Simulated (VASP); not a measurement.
Input of a VASP 6.6.1 run:

The input INCAR:

```
SYSTEM = CsH5
  PREC = Accurate
  ENCUT = 520
  EDIFF = 1E-6
  ISMEAR = 0
  SIGMA = 0.1
  LREAL = .False.
  LASPH = .True.
  NELM = 80
  ALGO = Normal
  ISIF = 2
  LWAVE = .False.
  LCHARG = .False.
  GGA = PE
  NBANDS = 26
```

File KPOINTS:

```
regular mesh
0
Gamma
  8 6 12
  0 0 0
```

Contents of POSCAR:

```
CsH5
1.0
    5.2616421747      0.0000000000      0.0000000000
    0.0000000000      8.4391940024      0.0000000000
    0.0000000000      0.0000000000      3.4343327317
Cs H
2 10
Direct
    0.0000000000      0.0000000000      0.0000000000
    0.5000000000      0.5000000000      0.0000000000
    0.5004962160      0.1487708538      0.0000000000
   -0.0004962160      0.6487708538      0.0000000000
    0.4995037840      0.8512291462      0.0000000000
    1.0004962160      0.3512291462      0.0000000000
    0.5002767021      0.8843549325      0.5000000000
    0.4997232979      0.1156450675      0.5000000000
    0.5000000000      0.0000000000      0.5000000000
    0.0000000000      0.5000000000      0.5000000000
   -0.0002767021      0.3843549325      0.5000000000
    1.0002767021      0.6156450675      0.5000000000
```

Potentials or basis: VASP PAW PBE potentials, release 64 (Cs_sv, H).

Run with:

```bash
$ cat potpaw_PBE.64/Cs_sv/POTCAR potpaw_PBE.64/H/POTCAR > POTCAR
$ mpirun -np 1 vasp_std > vasp.out
```

Q: Estimate the largest force.

A: 0.008 eV/Å.

Q: Estimate the band gap on the k mesh.

A: Zero (bands 14 and 15 overlap by 1.56 eV).

Forces on the atoms (eV/Å):
```
Cs   0.000  0.000  0.000
Cs   0.000  0.000  0.000
H   -0.007  0.000  0.000
H    0.007  0.000  0.000
H    0.007  0.000  0.000
H   -0.007  0.000  0.000
H   -0.006  0.004  0.000
H    0.006 -0.004  0.000
H    0.000  0.000  0.000
H    0.000  0.000  0.000
H    0.006  0.004  0.000
H   -0.006 -0.004  0.000
```

Caveat: spin-orbit coupling is left out, which moves the levels of the heavy elements.
